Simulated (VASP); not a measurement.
# Hg (P6/mmm) in VASP: further runs

Runs on Hg. Level: PBE. Tasks: single point, relaxation of shape and atoms at fixed volume.

All numbers are computed with VASP 6.6.1; they aren't measurements. Logs are shortened: lines on timing, memory, paths and dates and some standing lists are left out, and cuts for length are marked.

### Step 1. The cell of the first run

Symmetry: P6/mmm, No. 191, hexagonal system. The conventional cell has a = 5.124 Å, b = 5.124 Å, c = 2.956 Å, α = 90.00°, β = 90.00°, γ = 120.00°. Hg (site symmetry 6/mmm) has 14 Hg at 2.96 to 3.31 Å within 3.9 Å. Hg (site symmetry -6m2) has 11 Hg at 2.96 to 3.31 Å within 3.9 Å.

### Step 2. Single point, PBE (volume scaled by 0.76)

INCAR

```
SYSTEM = Hg
PREC = Accurate
ENCUT = 520
EDIFF = 1E-7
ISMEAR = -1
SIGMA = 0.05
LREAL = .False.
LASPH = .True.
NELM = 80
ALGO = Normal
ISIF = 2
LWAVE = .False.
LCHARG = .True.
GGA = PE
LELF = .True.
LVHAR = .True.
NBANDS = 25
```

KPOINTS

```
regular mesh
0
Gamma
  7 7 10
  0 0 0
```

POSCAR

```
Hg
1.0
    5.1236383797      0.0000000000      0.0000000000
   -2.5618191899      4.4372009966      0.0000000000
    0.0000000000      0.0000000000      2.9556797576
Hg
3
Direct
    0.0000000000      0.0000000000      0.0000000000
    0.3333333333      0.6666666667      0.5000000000
    0.6666666667      0.3333333333      0.5000000000
```

Potentials or basis: VASP PAW PBE potentials, release 64 (Hg).

Run with:

```
$ cat potpaw_PBE.64/Hg/POTCAR > POTCAR
$ mpirun -np 1 vasp_std > vasp.out
```

OUTCAR:

```text
SYSTEM = Hg
   PREC = Accurate
   ENCUT = 520
   EDIFF = 1E-7
   ISMEAR = -1
   LREAL = .False.
   LASPH = .True.
   NELM = 80
   ISIF = 2
   GGA = PE

 ion  position               nearest neighbor table
   1  0.000  0.000  0.000-   2 3.31   3 3.31   2 3.31   3 3.31   3 3.31   3 3.31   2 3.31   2 3.31
                             3 3.31   3 3.31   2 3.31   2 3.31
   2  0.333  0.667  0.500-   3 2.96   3 2.96   3 2.96   1 3.31   1 3.31   1 3.31   1 3.31   1 3.31
                             1 3.31
   3  0.667  0.333  0.500-   2 2.96   2 2.96   2 2.96   1 3.31   1 3.31   1 3.31   1 3.31   1 3.31
                             1 3.31

  LATTYP: Found a hexagonal cell.
 ALAT       =     5.1236383797
 C/A-ratio  =     0.5768712658

  Lattice vectors:

 A1 = (   5.1236383797,   0.0000000000,   0.0000000000)
 A2 = (  -2.5618191899,   4.4372009966,   0.0000000000)
 A3 = (   0.0000000000,   0.0000000000,   2.9556797576)

Analysis of symmetry for initial positions (statically):
=====================================================================
 Subroutine PRICEL returns:
 Original cell was already a primitive cell.

 Routine SETGRP: Setting up the symmetry group for a
 hexagonal supercell.

 Subroutine GETGRP returns: Found 24 space group operations
 (whereof 24 operations were pure point group operations)
 out of a pool of 24 trial point group operations.

The static configuration has the point symmetry D_6h.

Analysis of symmetry for dynamics (positions and initial velocities):
=====================================================================
 Subroutine PRICEL returns:
 Original cell was already a primitive cell.

 Routine SETGRP: Setting up the symmetry group for a
 hexagonal supercell.

 Subroutine GETGRP returns: Found 24 space group operations
 (whereof 24 operations were pure point group operations)
 out of a pool of 24 trial point group operations.

The dynamic configuration has the point symmetry D_6h.

 Subroutine INISYM returns: Found 24 space group operations
 (whereof 24 operations are pure point group operations),
 and found     1 'primitive' translations

----------------------------------------------------------------------------------------

                                     Primitive cell

  volume of cell :      67.1962

  direct lattice vectors                    reciprocal lattice vectors
     5.123638380  0.000000000  0.000000000     0.195173805  0.112683649  0.000000000
    -2.561819190  4.437200997  0.000000000     0.000000000  0.225367298  0.000000000
     0.000000000  0.000000000  2.955679758     0.000000000  0.000000000  0.338331647

  length of vectors
     5.123638380  5.123638380  2.955679758     0.225367298  0.225367298  0.338331647

  position of ions in fractional coordinates (direct lattice)
     0.000000000  0.000000000  0.000000000
     0.333333333  0.666666667  0.500000000
     0.666666667  0.333333333  0.500000000

  ion indices of the primitive-cell ions
   primitive index   ion index
                 1           1
                 2           2
                 3           3

----------------------------------------------------------------------------------------

 KPOINTS: regular mesh

Automatic generation of k-mesh.
 Grid dimensions read from file:
 generate k-points for:    7    7   10

 Generating k-lattice:

  Cartesian coordinates                     Fractional coordinates (reciprocal lattice)
     0.027881972  0.016097664  0.000000000     0.142857143  0.000000000  0.000000000
     0.000000000  0.032195328  0.000000000     0.000000000  0.142857143  0.000000000
     0.000000000  0.000000000  0.033833165     0.000000000  0.000000000  0.100000000

  Length of vectors
     0.032195328  0.032195328  0.033833165

  Shift w.r.t. Gamma in fractional coordinates (k-lattice)
     0.000000000  0.000000000  0.000000000

 Subroutine IBZKPT returns following result:
 ===========================================

 Found     48 irreducible k-points:

 Following reciprocal coordinates:
            Coordinates               Weight
  0.000000  0.000000  0.000000      1.000000
  0.142857  0.000000  0.000000      6.000000
  0.285714  0.000000  0.000000      6.000000
  0.428571 -0.000000  0.000000      6.000000
  0.142857  0.142857  0.000000      6.000000
  0.285714  0.142857  0.000000     12.000000
[... 16 lines left out ...]
  0.428571  0.142857  0.200000     12.000000
  0.285714  0.285714  0.200000     12.000000
 [... further k-points ...]
   k-points           NKPTS =     48   k-points in BZ     NKDIM =     48   number of bands    NBANDS=     25
   number of dos      NEDOS =    301   number of ions     NIONS =      3
   total plane-waves  NPLWV =  38400
   dimension x,y,z NGX =    40 NGY =   40 NGZ =   24
   dimension x,y,z NGXF=    80 NGYF=   80 NGZF=   48
   ions per type =               3
   NGX,Y,Z   is equivalent  to a cutoff of  12.98, 12.98, 13.50 a.u.
   NGXF,Y,Z  is equivalent  to a cutoff of  25.96, 25.96, 27.00 a.u.
 SYSTEM =  Hg
   PREC   = accura    normal or accurate (medium, high low for compatibility)
   ISTART =      0    job   : 0-new  1-cont  2-samecut
   ICHARG =      2    charge: 1-file 2-atom 10-const
   ISPIN  =      1    spin polarized calculation?
   LNONCOLLINEAR =      F non collinear calculations
   LSORBIT =      F    spin-orbit coupling
   LASPH  =      T    aspherical Exc in radial PAW
   ENCUT  =  520.0 eV  38.22 Ry    6.18 a.u.   9.53  9.53  5.50*2*pi/ulx,y,z
   NELM   =     80;   NELMIN=  2; NELMDL= -5     # of ELM steps
   EDIFF  = 0.1E-06   stopping-criterion for ELM
   LREAL  =      F    real-space projection
   EDIFFG = 0.1E-05   stopping-criterion for IOM
   NSW    =      0    number of steps for IOM
   IBRION =     -1    ionic relax: 0-MD 1-quasi-New 2-CG
   NFREE  =      0    steps in history (QN), initial steepest desc. (CG)
   ISIF   =      2    stress and relaxation
   ISYM   =      2    0-nonsym 1-usesym 2-fastsym
   POTIM  = 0.5000    time-step for ionic-motion
   TEBEG  =    0.0;   TEEND  =   0.0 temperature during run
   PSTRESS=    0.0 pullay stress
   NELECT =      36.0000    total number of electrons
   NUPDOWN=      -1.0000    fix difference up-down
   EMIN   =  10.00;   EMAX   =-10.00  energy-range for DOS
   EFERMI =   0.00;   METHOD = LEGACY
   ISMEAR =    -1;   SIGMA  =   0.05  broadening in eV -4-tet -1-fermi 0-gaus
   EFERMI_NEDOS =   21; number of points for ismear=-14 and -15
   IALGO  =     38    algorithm
   IMIX   =      4    mixing-type and parameters
     AMIX     =   0.40;   BMIX     =  1.00
     AMIX_MAG =   1.60;   BMIX_MAG =  1.00
  volume/ion in A,a.u.               =      22.40       151.15
  Fermi-wavevector in a.u.,A,eV,Ry     =   1.329619  2.512616 24.053574  1.767888
  Thomas-Fermi vector in A             =   2.458768
   LORBIT       =      0    0 simple, 1 ext, 2 COOP (PROOUT), +10 PAW based schemes
   GGA     = PE    functional components
   LHFCALC =     F    Hartree Fock is set to
   AEXX    =    0.0000 exact exchange contribution
   IVDW    =     0    specifies the selected vdW correction
   LEPSILON=     F    determine dielectric tensor
   LRPA    =     F    only Hartree local field effects (RPA)
 non-spin polarized calculation
  energy-cutoff  :      520.00
  volume of cell :       67.20
 maximum number of plane-waves:      1829
 NGX is ok and might be reduce to    40
   NGX = 19   NGY = 19   NGZ = 11

 number of electron      35.9999997 magnetization

 Free energy of the ion-electron system (eV)
  ---------------------------------------------------
  ext. energy  EPLUGINS =         0.00000000
  ---------------------------------------------------
  free energy    TOTEN  =        -0.11608572 eV

  energy without entropy =       -0.11009282  energy(sigma->0) =       -0.11308927

 E-fermi :   3.1603     XC(G=0): -11.1454

 val. band max:        3.0487174440   @ k =   0.1429   0.0000   0.3000
 cond. band min:       3.1613586618   @ k =   0.2857   0.1429   0.5000
 fundamental gap:      0.1126412178
 Fermi energy:         3.1603219963

 k-point     1 :       0.0000    0.0000    0.0000
  band No.  band energies     occupation
      1      -6.3270      2.00000
      2      -5.2309      2.00000
      3      -4.6667      2.00000
      4      -4.4277      2.00000
      5      -4.0639      2.00000
      6      -4.0639      2.00000
[... 17 lines left out ...]
     24      17.8664      0.00000
     25      18.0535      0.00000

 k-point     2 :       0.1429    0.0000    0.0000
  band No.  band energies     occupation
      1      -6.1470      2.00000
      2      -5.1979      2.00000
      3      -4.7080      2.00000
      4      -4.5063      2.00000
      5      -4.2976      2.00000
      6      -4.2557      2.00000
[... 17 lines left out ...]
     24      16.9555      0.00000
     25      17.0244      0.00000

 k-point     3 :       0.2857    0.0000    0.0000
  band No.  band energies     occupation
      1      -5.6602      2.00000
      2      -5.1240      2.00000
      3      -4.8604      2.00000
      4      -4.7170      2.00000
      5      -4.4161      2.00000
      6      -4.4026      2.00000
[... 17 lines left out ...]
     24      14.1143      0.00000
     25      15.0082      0.00000

 k-point     4 :       0.4286   -0.0000    0.0000
  band No.  band energies     occupation
      1      -5.1994      2.00000
      2      -5.1051      2.00000
      3      -4.9420      2.00000
      4      -4.7528      2.00000
      5      -4.4573      2.00000
      6      -4.4295      2.00000
[... 17 lines left out ...]
     24      12.8048      0.00000
     25      14.9527      0.00000
[... 477 lines left out ...]
 k-point    22 :       0.2857    0.1429    0.2000
  band No.  band energies     occupation
      1      -4.7945      2.00000
      2      -4.7531      2.00000
      3      -4.5451      2.00000
      4      -4.4096      2.00000
      5      -4.1527      2.00000
      6      -4.0285      2.00000
[... 17 lines left out ...]
     24      12.2837      0.00000
     25      12.7791      0.00000

 k-point    23 :       0.4286    0.1429    0.2000
  band No.  band energies     occupation
      1      -4.8506      2.00000
      2      -4.5812      2.00000
      3      -4.5449      2.00000
      4      -4.3366      2.00000
      5      -4.1920      2.00000
      6      -4.1222      2.00000
[... 17 lines left out ...]
     24      12.8278      0.00000
     25      13.5166      0.00000

 k-point    24 :       0.2857    0.2857    0.2000
  band No.  band energies     occupation
      1      -4.8687      2.00000
      2      -4.5961      2.00000
      3      -4.5814      2.00000
      4      -4.3191      2.00000
      5      -4.1980      2.00000
      6      -4.1792      2.00000
[... 17 lines left out ...]
     24      11.9822      0.00000
     25      13.9289      0.00000

 [... further k-points ...]

------------------------ aborting loop because EDIFF is reached ----------------------------------------

  FORCE on cell =-STRESS in cart. coord.  units (eV):
  Direction    XX          YY          ZZ          XY          YZ          ZX
  --------------------------------------------------------------------------------------
  -------------------------------------------------------------------------------------
  Total        3.8548031      3.8548031      4.0161838     -0.0000000     -0.0000000     -0.0000000
  in kB       91.9110721     91.9110721     95.7589146     -0.0000000     -0.0000000     -0.0000000
  external PRESSURE =      93.1936862 kB  Pullay stress =       0.0000000 kB

 VOLUME and BASIS-vectors are now :
 -----------------------------------------------------------------------------
  energy-cutoff  :      520.00
  volume of cell :       67.20
      direct lattice vectors                 reciprocal lattice vectors
     5.123638380  0.000000000  0.000000000     0.195173805  0.112683649  0.000000000
    -2.561819190  4.437200997  0.000000000     0.000000000  0.225367298  0.000000000
     0.000000000  0.000000000  2.955679758     0.000000000  0.000000000  0.338331647

 POSITION                                       TOTAL-FORCE (eV/Angst)
 -----------------------------------------------------------------------------------
      0.00000      0.00000      0.00000        -0.000000      0.000000      0.000000
     -0.00000      2.95813      1.47784         0.000000     -0.000000      0.000000
      2.56182      1.47907      1.47784        -0.000000      0.000000      0.000000
 -----------------------------------------------------------------------------------
    total drift:                                0.000000     -0.000000      0.000000

  FREE ENERGIE OF THE ION-ELECTRON SYSTEM (eV)
  ---------------------------------------------------
  free  energy   TOTEN  =        -0.1160857198 eV

  energy  without entropy=       -0.1100928192  energy(sigma->0) =       -0.11308927
```

It took 2.1 min on 1 thread of AMD EPYC 7R13, shared host; peak memory 0.19 GiB.

What came out:

| Property | Result |
| --- | --- |
| Free energy | -0.1161 eV |
| Pressure | 9.3 GPa |
| Band gap on the k mesh | zero (band 18 reaches 6.77 eV, above the bottom of band 19 at 1.74 eV) |

Levels at points of the mesh, in eV from the Fermi level:
| k point | band 14 | band 15 | band 16 | band 17 | band 18 | band 19 | band 20 | band 21 | band 22 | band 23 |
| --- | --- | --- | --- | --- | --- | --- | --- | --- | --- | --- |
| (0.00, 0.00, 0.00) | -6.45 | -5.81 | -5.81 | -1.07 | -0.63 | 1.81 | 1.81 | 1.85 | 1.85 | 9.46 |
| (0.00, 0.00, 0.50) | -6.00 | -5.39 | -2.96 | -2.82 | 3.61 | 3.63 | 3.78 | 3.87 | 4.44 | 4.44 |

Caveat: the cell differs from its parent crystal (volume scaled by 0.76); spin-orbit coupling is left out, which moves the levels of the heavy elements.

### Step 3. Single point, PBE

This run uses another cell than the first one, of 29.47 Å³/atom, 1.316 times its volume.

INCAR

```
ALGO = Normal ; EDIFF = 1E-6
ENCUT = 520 ; GGA = PE
ISIF = 2 ; ISMEAR = -1
LASPH = True ; LCHARG = False
LREAL = False ; LWAVE = False
NBANDS = 25 ; NELM = 80
PREC = Accurate ; SIGMA = 0.05
```

KPOINTS

```
k-points
0
Gamma
  7 7 10
```

POSCAR

```
Hg
1.0
    5.5778801780      0.0000000000      0.0000000000
   -2.7889400890      4.8305859334      0.0000000000
    0.0000000000      0.0000000000      3.2814241044
Hg
3
Direct
    0.0000000000      0.0000000000      0.0000000000
    0.3333333333      0.6666666667      0.5000000000
    0.6666666667      0.3333333333      0.5000000000
```

Potentials or basis: VASP PAW PBE potentials, release 64 (Hg).

Run with:

```
$ cat potpaw_PBE.64/Hg/POTCAR > POTCAR
$ mpirun -np 1 vasp_std > vasp.out
```

Wall time 2 min (1 thread of AMD EPYC 7R13, shared host); peak memory 0.21 GiB.

It converged, with:

* Free energy: -0.5525 eV
* Pressure: 0.1 GPa
* Band gap on the k mesh: zero (band 18 reaches 2.82 eV, above the bottom of band 19 at 0.64 eV)

Levels at points of the mesh, in eV from the Fermi level:
```csv
k point,band 14,band 15,band 16,band 17,band 18,band 19,band 20,band 21,band 22,band 23
"(0.00, 0.00, 0.00)",-6.07,-5.70,-5.70,-1.54,-1.20,1.83,1.83,1.91,1.91,7.84
"(0.00, 0.00, 0.50)",-5.78,-5.49,-3.23,-2.58,1.57,2.70,3.11,3.58,3.96,3.96
```

Caveat: spin-orbit coupling is left out, which moves the levels of the heavy elements.

### Step 4. Single point, PBE

This run uses another cell than the first one, of 29.47 Å³/atom, 1.316 times its volume.

INCAR

```
SYSTEM = Hg
  PREC = Accurate
  ENCUT = 520
  EDIFF = 1E-6
  ISMEAR = -1
  SIGMA = 0.05
  LREAL = .FALSE.
  LASPH = .TRUE.
  NELM = 100
  ALGO = Normal
  ISIF = 2
  LWAVE = .FALSE.
  LCHARG = .FALSE.
  GGA = PE
  NBANDS = 25
```

KPOINTS

```
Automatic mesh
0
G
  7 7 10
  0 0 0
```

POSCAR is that of step 3.

Run with:

```
$ cat potpaw_PBE.64/Hg/POTCAR > POTCAR
$ mpirun -np 1 vasp_std > vasp.out
```

Run time: 90 s. Hardware: 1 thread of AMD EPYC 7R13, shared host; peak memory 0.21 GiB.

It converged, with:

```yaml
Free_energy: -0.5525 eV
Pressure: 0.1 GPa
Band_gap_on_the_k_mesh: zero (band 18 reaches 2.82 eV, above the bottom of band 19 at 0.64 eV)
```

Levels at points of the mesh, in eV from the Fermi level:
| k point | band 14 | band 15 | band 16 | band 17 | band 18 | band 19 | band 20 | band 21 | band 22 | band 23 |
| --- | --- | --- | --- | --- | --- | --- | --- | --- | --- | --- |
| (0.00, 0.00, 0.00) | -6.07 | -5.70 | -5.70 | -1.54 | -1.20 | 1.83 | 1.83 | 1.91 | 1.91 | 7.84 |
| (0.00, 0.00, 0.50) | -5.78 | -5.49 | -3.23 | -2.58 | 1.57 | 2.70 | 3.11 | 3.58 | 3.96 | 3.96 |

Caveat: spin-orbit coupling is left out, which moves the levels of the heavy elements.

(Continued in part 2 of 2.)
